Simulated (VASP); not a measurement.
# WSe2 in VASP: single point with PBEsol

Aim: the single point of WSe2 with PBEsol.

All numbers are computed with VASP 6.6.1; they aren't measurements. Logs are shortened: lines on timing, memory, paths and dates and some standing lists are left out, and cuts for length are marked.

### 1 The cell of the first run

The cell holds a slab with vacuum, 12 atoms: a = 3.270 Å, b = 3.270 Å, c = 35.782 Å, α = 90.00°, β = 90.00°, γ = 120.00°.

### 2 Single point, PBEsol

INCAR

```
  PREC = Accurate
  ENCUT = 520
  EDIFF = 1E-6
  ISMEAR = -1
  SIGMA = 0.03
  LREAL = False
  LASPH = True
  NELM = 60
  ALGO = Normal
  ISIF = 2
  LWAVE = False
  LCHARG = False
  GGA = PS
  NBANDS = 64
```

KPOINTS

```
regular mesh
0
Gamma
  9 9 1
```

POSCAR

```
WSe2
1.0
    3.2701008660      0.0000000000      0.0000000000
   -1.6350504330      2.8319904229      0.0000000000
    0.0000000000      0.0000000000     35.7821229999
W Se
4 8
Direct
    0.6666666667      0.3333333333      0.9077686194
    0.6666666667      0.3333333333      0.2772269910
    0.3333333333      0.6666666667      0.7227730090
    0.3333333333      0.6666666667      0.0922313806
    0.3333333333      0.6666666667      0.9545768527
    0.3333333333      0.6666666667      0.3239737175
    0.6666666667      0.3333333333      0.7695834665
    0.6666666667      0.3333333333      0.1390404909
    0.3333333333      0.6666666667      0.8609595091
    0.3333333333      0.6666666667      0.2304165335
    0.6666666667      0.3333333333      0.6760262825
    0.6666666667      0.3333333333      0.0454231473
```

Potentials or basis: VASP PAW PBE potentials, release 64 (W_sv, Se).

Command:

```console
$ cat potpaw_PBE.64/W_sv/POTCAR potpaw_PBE.64/Se/POTCAR > POTCAR
$ mpirun -np 1 vasp_std > vasp.out
```

OUTCAR:

```text
PREC = Accurate
   ENCUT = 520
   EDIFF = 1E-6
   ISMEAR = -1
   LREAL = False
   LASPH = True
   NELM = 60
   ISIF = 2
   GGA = PS

 ion  position               nearest neighbor table
   1  0.667  0.333  0.908-   5 2.52   5 2.52   5 2.52   9 2.52   9 2.52   9 2.52
   2  0.667  0.333  0.277-   6 2.52   6 2.52   6 2.52  10 2.52  10 2.52  10 2.52
   3  0.333  0.667  0.723-  11 2.52  11 2.52  11 2.52   7 2.52   7 2.52   7 2.52
   4  0.333  0.667  0.092-  12 2.52  12 2.52  12 2.52   8 2.52   8 2.52   8 2.52
   5  0.333  0.667  0.955-   1 2.52   1 2.52   1 2.52
   6  0.333  0.667  0.324-   2 2.52   2 2.52   2 2.52
   7  0.667  0.333  0.770-   3 2.52   3 2.52   3 2.52
   8  0.667  0.333  0.139-   4 2.52   4 2.52   4 2.52
   9  0.333  0.667  0.861-   1 2.52   1 2.52   1 2.52
  10  0.333  0.667  0.230-   2 2.52   2 2.52   2 2.52
  11  0.667  0.333  0.676-   3 2.52   3 2.52   3 2.52
  12  0.667  0.333  0.045-   4 2.52   4 2.52   4 2.52

  LATTYP: Found a hexagonal cell.
 ALAT       =     3.2701008660
 C/A-ratio  =    10.9422077380

  Lattice vectors:

 A1 = (   3.2701008660,   0.0000000000,   0.0000000000)
 A2 = (  -1.6350504330,   2.8319904229,   0.0000000000)
 A3 = (   0.0000000000,   0.0000000000,  35.7821229999)

Analysis of symmetry for initial positions (statically):
=====================================================================
 Subroutine PRICEL returns:
 Original cell was already a primitive cell.

 Routine SETGRP: Setting up the symmetry group for a
 hexagonal supercell.

 Subroutine GETGRP returns: Found 12 space group operations
 (whereof 12 operations were pure point group operations)
 out of a pool of 24 trial point group operations.

The static configuration has the point symmetry D_3d.

Analysis of symmetry for dynamics (positions and initial velocities):
=====================================================================
 Subroutine PRICEL returns:
 Original cell was already a primitive cell.

 Routine SETGRP: Setting up the symmetry group for a
 hexagonal supercell.

 Subroutine GETGRP returns: Found 12 space group operations
 (whereof 12 operations were pure point group operations)
 out of a pool of 24 trial point group operations.

The dynamic configuration has the point symmetry D_3d.

 Subroutine INISYM returns: Found 12 space group operations
 (whereof 12 operations are pure point group operations),
 and found     1 'primitive' translations

----------------------------------------------------------------------------------------

                                     Primitive cell

  volume of cell :     331.3745

  direct lattice vectors                    reciprocal lattice vectors
     3.270100866  0.000000000  0.000000000     0.305800965  0.176554269  0.000000000
    -1.635050433  2.831990423  0.000000000     0.000000000  0.353108539  0.000000000
     0.000000000  0.000000000 35.782123000     0.000000000  0.000000000  0.027946916

  length of vectors
     3.270100866  3.270100866 35.782123000     0.353108539  0.353108539  0.027946916

  position of ions in fractional coordinates (direct lattice)
     0.666666667  0.333333333  0.907768619
     0.666666667  0.333333333  0.277226991
     0.333333333  0.666666667  0.722773009
     0.333333333  0.666666667  0.092231381
     0.333333333  0.666666667  0.954576853
     0.333333333  0.666666667  0.323973718
     0.666666667  0.333333333  0.769583467
     0.666666667  0.333333333  0.139040491
     0.333333333  0.666666667  0.860959509
     0.333333333  0.666666667  0.230416533
     0.666666667  0.333333333  0.676026282
     0.666666667  0.333333333  0.045423147

  ion indices of the primitive-cell ions
   primitive index   ion index
                 1           1
                 2           2
                 3           3
                 4           4
                 5           5
                 6           6
                 7           7
                 8           8
                 9           9
                10          10
                11          11
                12          12

----------------------------------------------------------------------------------------

 KPOINTS: regular mesh

Automatic generation of k-mesh.
 Grid dimensions read from file:
 generate k-points for:    9    9    1

 Generating k-lattice:

  Cartesian coordinates                     Fractional coordinates (reciprocal lattice)
     0.033977885  0.019617141  0.000000000     0.111111111 -0.000000000  0.000000000
     0.000000000  0.039234282  0.000000000     0.000000000  0.111111111  0.000000000
     0.000000000  0.000000000  0.027946916     0.000000000  0.000000000  1.000000000

  Length of vectors
     0.039234282  0.039234282  0.027946916

  Shift w.r.t. Gamma in fractional coordinates (k-lattice)
     0.000000000  0.000000000  0.000000000

 Subroutine IBZKPT returns following result:
 ===========================================

 Found     12 irreducible k-points:

 Following reciprocal coordinates:
            Coordinates               Weight
  0.000000  0.000000  0.000000      1.000000
  0.111111  0.000000  0.000000      6.000000
  0.222222  0.000000  0.000000      6.000000
  0.333333  0.000000  0.000000      6.000000
  0.444444  0.000000  0.000000      6.000000
  0.111111  0.111111  0.000000      6.000000
  0.222222  0.111111  0.000000     12.000000
  0.333333  0.111111  0.000000     12.000000
  0.444444  0.111111  0.000000      6.000000
  0.222222  0.222222  0.000000      6.000000
  0.333333  0.222222  0.000000     12.000000
  0.333333  0.333333  0.000000      2.000000
   k-points           NKPTS =     12   k-points in BZ     NKDIM =     12   number of bands    NBANDS=     64
   number of dos      NEDOS =    301   number of ions     NIONS =     12
   total plane-waves  NPLWV = 155520
   dimension x,y,z NGX =    24 NGY =   24 NGZ =  270
   dimension x,y,z NGXF=    48 NGYF=   48 NGZF=  540
   ions per type =               4   8
   NGX,Y,Z   is equivalent  to a cutoff of  12.20, 12.20, 12.54 a.u.
   NGXF,Y,Z  is equivalent  to a cutoff of  24.40, 24.40, 25.09 a.u.
 SYSTEM =  unknown system
   PREC   = accura    normal or accurate (medium, high low for compatibility)
   ISTART =      0    job   : 0-new  1-cont  2-samecut
   ICHARG =      2    charge: 1-file 2-atom 10-const
   ISPIN  =      1    spin polarized calculation?
   LNONCOLLINEAR =      F non collinear calculations
   LSORBIT =      F    spin-orbit coupling
   LASPH  =      T    aspherical Exc in radial PAW
   ENCUT  =  520.0 eV  38.22 Ry    6.18 a.u.   6.08  6.08 66.53*2*pi/ulx,y,z
   NELM   =     60;   NELMIN=  2; NELMDL= -5     # of ELM steps
   EDIFF  = 0.1E-05   stopping-criterion for ELM
   LREAL  =      F    real-space projection
   EDIFFG = 0.1E-04   stopping-criterion for IOM
   NSW    =      0    number of steps for IOM
   IBRION =     -1    ionic relax: 0-MD 1-quasi-New 2-CG
   NFREE  =      0    steps in history (QN), initial steepest desc. (CG)
   ISIF   =      2    stress and relaxation
   ISYM   =      2    0-nonsym 1-usesym 2-fastsym
   POTIM  = 0.5000    time-step for ionic-motion
   TEBEG  =    0.0;   TEEND  =   0.0 temperature during run
   PSTRESS=    0.0 pullay stress
   NELECT =     104.0000    total number of electrons
   NUPDOWN=      -1.0000    fix difference up-down
   EMIN   =  10.00;   EMAX   =-10.00  energy-range for DOS
   EFERMI =   0.00;   METHOD = LEGACY
   ISMEAR =    -1;   SIGMA  =   0.03  broadening in eV -4-tet -1-fermi 0-gaus
   EFERMI_NEDOS =   21; number of points for ismear=-14 and -15
   IALGO  =     38    algorithm
   IMIX   =      4    mixing-type and parameters
     AMIX     =   0.40;   BMIX     =  1.00
     AMIX_MAG =   1.60;   BMIX_MAG =  1.00
  volume/ion in A,a.u.               =      27.61       186.35
  Fermi-wavevector in a.u.,A,eV,Ry     =   1.112533  2.102383 16.840337  1.237730
  Thomas-Fermi vector in A             =   2.249108
   LORBIT       =      0    0 simple, 1 ext, 2 COOP (PROOUT), +10 PAW based schemes
   GGA     = PS    functional components
   LHFCALC =     F    Hartree Fock is set to
   AEXX    =    0.0000 exact exchange contribution
   IVDW    =     0    specifies the selected vdW correction
   LEPSILON=     F    determine dielectric tensor
   LRPA    =     F    only Hartree local field effects (RPA)
 non-spin polarized calculation
  energy-cutoff  :      520.00
  volume of cell :      331.37
 maximum number of plane-waves:      9012
   NGX = 13   NGY = 13   NGZ =133

 number of electron     103.9999995 magnetization

 Free energy of the ion-electron system (eV)
  ---------------------------------------------------
  ext. energy  EPLUGINS =         0.00000000
  ---------------------------------------------------
  free energy    TOTEN  =       -93.06180870 eV

  energy without entropy =      -93.06180870  energy(sigma->0) =      -93.06180870

 E-fermi :   3.6597     XC(G=0):  -8.2656

 val. band max:        3.0691526704   @ k =   0.0000   0.0000   0.0000
 cond. band min:       4.3280973247   @ k =   0.2222   0.1111   0.0000
 fundamental gap:      1.2589446543
 Fermi energy:         3.6597288803

 k-point     1 :       0.0000    0.0000    0.0000
  band No.  band energies     occupation
      1     -71.0495      2.00000
      2     -71.0495      2.00000
      3     -71.0466      2.00000
      4     -71.0466      2.00000
      5     -35.3153      2.00000
      6     -35.3153      2.00000
[... 56 lines left out ...]
     63       6.1334      0.00000
     64       6.1713      0.00000

 k-point     2 :       0.1111    0.0000    0.0000
  band No.  band energies     occupation
      1     -71.0482      2.00000
      2     -71.0481      2.00000
      3     -71.0453      2.00000
      4     -71.0453      2.00000
      5     -35.3096      2.00000
      6     -35.3096      2.00000
[... 56 lines left out ...]
     63       5.9204      0.00000
     64       5.9713      0.00000

 k-point     3 :       0.2222    0.0000    0.0000
  band No.  band energies     occupation
      1     -71.0448      2.00000
      2     -71.0448      2.00000
      3     -71.0420      2.00000
      4     -71.0419      2.00000
      5     -35.2951      2.00000
      6     -35.2951      2.00000
[... 592 lines left out ...]
     63       6.2033      0.00000
     64       6.3153      0.00000

 k-point    12 :       0.3333    0.3333    0.0000
  band No.  band energies     occupation
      1     -71.0367      2.00000
      2     -71.0367      2.00000
      3     -71.0339      2.00000
      4     -71.0339      2.00000
      5     -35.3513      2.00000
      6     -35.3513      2.00000
[... 56 lines left out ...]
     63       6.4694      0.00000
     64       6.4694      0.00000

------------------------ aborting loop because EDIFF is reached ----------------------------------------

  FORCE on cell =-STRESS in cart. coord.  units (eV):
  Direction    XX          YY          ZZ          XY          YZ          ZX
  --------------------------------------------------------------------------------------
  -------------------------------------------------------------------------------------
  Total        0.6260472      0.6260472      0.7253748      0.0000000      0.0000000      0.0000000
  in kB        3.0269040      3.0269040      3.5071476      0.0000000      0.0000000      0.0000000
  external PRESSURE =       3.1869852 kB  Pullay stress =       0.0000000 kB

 VOLUME and BASIS-vectors are now :
 -----------------------------------------------------------------------------
  energy-cutoff  :      520.00
  volume of cell :      331.37
      direct lattice vectors                 reciprocal lattice vectors
     3.270100866  0.000000000  0.000000000     0.305800965  0.176554269  0.000000000
    -1.635050433  2.831990423  0.000000000     0.000000000  0.353108539  0.000000000
     0.000000000  0.000000000 35.782123000     0.000000000  0.000000000  0.027946916

 POSITION                                       TOTAL-FORCE (eV/Angst)
 -----------------------------------------------------------------------------------
      1.63505      0.94400     32.48189        -0.000000     -0.000000     -0.002238
      1.63505      0.94400      9.91977        -0.000000     -0.000000     -0.000146
     -0.00000      1.88799     25.86235         0.000000      0.000000      0.000146
     -0.00000      1.88799      3.30023         0.000000      0.000000      0.002238
     -0.00000      1.88799     34.15679        -0.000000     -0.000000      0.053450
     -0.00000      1.88799     11.59247        -0.000000      0.000000      0.058492
      1.63505      0.94400     27.53733         0.000000      0.000000      0.060137
      1.63505      0.94400      4.97516        -0.000000      0.000000      0.056268
     -0.00000      1.88799     30.80696         0.000000      0.000000     -0.056268
     -0.00000      1.88799      8.24479        -0.000000     -0.000000     -0.060137
      1.63505      0.94400     24.18966        -0.000000     -0.000000     -0.058492
      1.63505      0.94400      1.62534         0.000000      0.000000     -0.053450
 -----------------------------------------------------------------------------------
    total drift:                                0.000000      0.000000     -0.000000

  FREE ENERGIE OF THE ION-ELECTRON SYSTEM (eV)
  ---------------------------------------------------
  free  energy   TOTEN  =       -93.0618087030 eV

  energy  without entropy=      -93.0618087029  energy(sigma->0) =      -93.06180870
```

Run time: 9.4 min. Hardware: 1 thread of Intel Xeon 8259CL, shared host; peak memory 0.52 GiB.

Results:

```yaml
Free_energy: -93.0618 eV
Largest_force: 0.060 eV/Å
Band_gap_on_the_k_mesh: 1.26 eV (least direct gap 1.62 eV)
```

Forces in eV/Å, atoms in the order of the input:
```
W    0.000  0.000 -0.002
W    0.000  0.000  0.000
W    0.000  0.000  0.000
W    0.000  0.000  0.002
Se   0.000  0.000  0.053
Se   0.000  0.000  0.058
Se   0.000  0.000  0.060
Se   0.000  0.000  0.056
Se   0.000  0.000 -0.056
Se   0.000  0.000 -0.060
Se   0.000  0.000 -0.058
Se   0.000  0.000 -0.053
```

Levels at points of the mesh, in eV from the valence-band top:
| k point | band 49 | band 50 | band 51 | band 52 | band 53 | band 54 | band 55 | band 56 |
| --- | --- | --- | --- | --- | --- | --- | --- | --- |
| (0.00, 0.00, 0.00) | -0.89 | -0.46 | -0.17 | 0.00 | 2.86 | 2.86 | 2.87 | 2.87 |

Caveat: the PAW data sets were made with another functional, which shifts forces and pressure a little; spin-orbit coupling is left out, which moves the levels of the heavy elements.
